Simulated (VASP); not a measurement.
Set up this calculation in VASP 6.6.1, as the native input.

```yaml
Task: single point
Functional: PBEsol
Potentials_or_basis: VASP PAW PBE potentials, release 64 (Ag)
Cutoff: 520 eV
k_mesh: 1 × 1 × 13
Occupations: gaussian, width 0.05 eV
Spin: collinear spin
Starting_moments: "[0.5, 0.5, 0.5, 0.5] μB"
Dipole_correction: no
Further_INCAR_settings: ALGO = Normal; EDIFF = 1e-06; NBANDS = 34
```

The structure of Ag lies in POSCAR:

```
Ag
1.0
   11.7000000000      0.0000000000      0.0000000000
    0.0000000000      9.3000000000      0.0000000000
    0.0000000000      0.0000000000      5.2520863935
Ag
4
Direct
    0.3885954563      0.5000000000      0.0000000000
    0.3885954563      0.5000000000      0.5000000000
    0.6114045437      0.5000000000      0.0000000000
    0.6114045437      0.5000000000      0.5000000000
```

These files were run (other wordings do the same):

INCAR

```
PREC = Accurate ; ENCUT = 520
EDIFF = 1E-6 ; ISMEAR = 0
SIGMA = 0.05 ; LREAL = False
LASPH = True ; NELM = 150
ALGO = Normal ; ISIF = 2
LWAVE = False ; LCHARG = False
ISPIN = 2 ; MAGMOM = 0.5 0.5 0.5 0.5
LORBIT = 11 ; LMAXMIX = 4
GGA = PS ; NBANDS = 34
```

KPOINTS

```
regular mesh
0
Gamma
  1 1 13
```

Potentials or basis: VASP PAW PBE potentials, release 64 (Ag).

Run with:

```console
$ cat potpaw_PBE.64/Ag/POTCAR > POTCAR
$ mpirun -np 1 vasp_std > vasp.out
```

Results of the run:

* Net moment: 0.00 μB per cell
* Valence electrons inside the program's atomic spheres: Ag 9.83

It took 3.9 min on 1 thread of Intel(R) Xeon(R) Platinum 8488C (Sapphire Rapids), with other jobs on the host, peak memory 0.81 GiB.
